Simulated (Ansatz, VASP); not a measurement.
# Al2Au in VASP and in Ansatz

The input INCAR:

```
  PREC = Accurate
  ENCUT = 520
  EDIFF = 1E-6
  ISMEAR = 0
  SIGMA = 0.1
  LREAL = False
  LASPH = True
  NELM = 80
  ALGO = Normal
  ISIF = 2
  LWAVE = False
  LCHARG = False
  GGA = PE
  NBANDS = 16
```

Contents of KPOINTS:

```
regular mesh
0
Gamma
  12 12 12
```

POSCAR

```
Al2Au
1.0
    0.0000000000      2.9889000000      2.9889000000
    2.9889000000      0.0000000000      2.9889000000
    2.9889000000      2.9889000000      0.0000000000
Al Au
2 1
Direct
    0.2500000000      0.2500000000      0.2500000000
    0.7500000000      0.7500000000      0.7500000000
    0.0000000000      0.0000000000      0.0000000000
```

Input for Ansatz:

```yaml
crystal:
  lattice:
    - [0.0, 2.9889, 2.9889]
    - [2.9889, 0.0, 2.9889]
    - [2.9889, 2.9889, 0.0]
  atoms:
    - { symbol: Al, position: [0.25, 0.25, 0.25] }
    - { symbol: Al, position: [0.75, 0.75, 0.75] }
    - { symbol: Au, position: [0.0, 0.0, 0.0] }
basis:
  ecutwfc: 420
kpoints:
  mp_grid: { grid: [12, 12, 12] }
hamiltonian:
  xc: pbe
scf:
  occupations: { method: gaussian, width: 0.1 }
output:
  forces: true
  stress: true
  eigenvalues: true
  write_density: true
  write_potential: true
  elf: true
  volumetric_format: npy
```

Alike in both runs: task single point; functional PBE; k mesh 12 × 12 × 12; occupations gaussian, width 0.1 eV; no spin polarisation.

|  | VASP | Ansatz |
| --- | --- | --- |
| version | VASP 6.6.1 | Ansatz 0.2.0 |
| potentials or method | VASP PAW PBE potentials, release 64 (Al, Au), cutoff 520 eV | scalar-relativistic, plane waves, PAW |
| valence electrons in the cell | 17 | 25 |

VASP gave:

```
gap on the k mesh at the Fermi level (eV) : none
pressure (GPa)                            : 4.5
```

Q: What did Ansatz give for the same quantities?

A: gap on the k mesh at the Fermi level (eV): none; pressure (GPa): 4.8.

A gap of «none» marks a metal or a gap that the smearing closes. VASP's potentials hold 17 valence electrons a cell and Ansatz's 25, so a difference there can come from the potentials and not from the codes.

Neither program's run includes spin-orbit coupling.
